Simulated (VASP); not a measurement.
Set up this calculation in VASP 6.6.1, as the native input.

```
Task                   : single point
Functional             : PBE
Potentials or basis    : VASP PAW PBE potentials, release 64 (Ni, O)
Cutoff                 : 520 eV
k mesh                 : 14 × 14 × 14
Occupations            : fermi-dirac, width 0.03 eV
Spin                   : collinear spin, ferromagnetic start
Starting moments       : [1.5, 0.0] μB
Dipole correction      : no
Further INCAR settings : ALGO = Normal; EDIFF = 1e-07; NBANDS = 19
```

The structure of NiO (zincblende type) lies in POSCAR:

```
NiO
1.0
    0.0000000000      2.2218791056      2.2218791056
    2.2218791056      0.0000000000      2.2218791056
    2.2218791056      2.2218791056      0.0000000000
Ni O
1 1
Direct
    0.0000000000      0.0000000000      0.0000000000
    0.2500000000      0.2500000000      0.2500000000
```

This cell differs from its parent crystal: volume scaled by 0.975.

One way to write it, as run:

INCAR

```
PREC = Accurate
ENCUT = 520
EDIFF = 1E-7
ISMEAR = -1
SIGMA = 0.03
LREAL = F
LASPH = T
NELM = 150
ALGO = Normal
ISIF = 2
LWAVE = F
LCHARG = F
ISPIN = 2
MAGMOM = 1.5 0
LORBIT = 11
LMAXMIX = 4
GGA = PE
NBANDS = 19
```

KPOINTS

```
regular mesh
0
Gamma
  14 14 14
```

Potentials or basis: VASP PAW PBE potentials, release 64 (Ni, O).

Run with:

```sh
$ cat potpaw_PBE.64/Ni/POTCAR potpaw_PBE.64/O/POTCAR > POTCAR
$ mpirun -np 1 vasp_std > vasp.out
```

Results of the run:

* Pressure: 4.0 GPa
* Net moment: 1.86 μB per cell
* Site moments: Ni +1.46; O +0.35 μB
* Valence electrons inside the program's atomic spheres: Ni 9.15; O 4.99

Caveat: a cell with one magnetic atom can't hold antiferromagnetic order, which such compounds often take.

It took 42 s on 1 thread of Intel(R) Xeon(R) Platinum 8488C (Sapphire Rapids) (shared host), peak memory 0.19 GiB.
